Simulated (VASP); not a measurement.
Runs of VASP 6.6.1 on CaS. Symmetry: Fm-3m, No. 225, cubic system. Conventional cell: a = 5.696 Å, b = 5.696 Å, c = 5.696 Å, α = 90.00°, β = 90.00°, γ = 90.00°. Within 3.8 Å of Ca (site symmetry m-3m) lie 6 S at 2.85 Å. Within 3.8 Å of S (site symmetry m-3m) lie 6 Ca at 2.85 Å. 

| level | k mesh | cutoff (eV) | grid for exact exchange (PRECFOCK) | share of exact exchange | screening parameter | gap on the mesh (eV) | pressure (GPa) |
| --- | --- | --- | --- | --- | --- | --- | --- |
| r2SCAN | 6 × 6 × 6 | 550 | - | - | - | 2.80 | 0.3 |
| PBE | 8 × 8 × 8 | 500 | - | - | - | 2.36 | 0.6 |
| PBE | 6 × 6 × 6 | 500 | - | - | - | 2.36 | 0.6 |
| HSE06 | 6 × 6 × 6 | 400 | Normal | 0.25 | 0.2079 1/Å | 3.40 | 0.3 |
| PBE0 | 6 × 6 × 6 | 400 | Normal | 0.25 | - | (a) | 0.2 |

Alike in all rows: task single point; potentials or basis VASP PAW PBE potentials, release 64 (Ca_sv, S); no spin polarisation; cell as given; smearing gaussian 0.01 eV.

Fill in the values left out.

(a) 4.11.

Caveats: the PAW data sets were made with another functional, which shifts forces and pressure a little (at least some runs).

A k mesh can miss the band edges.
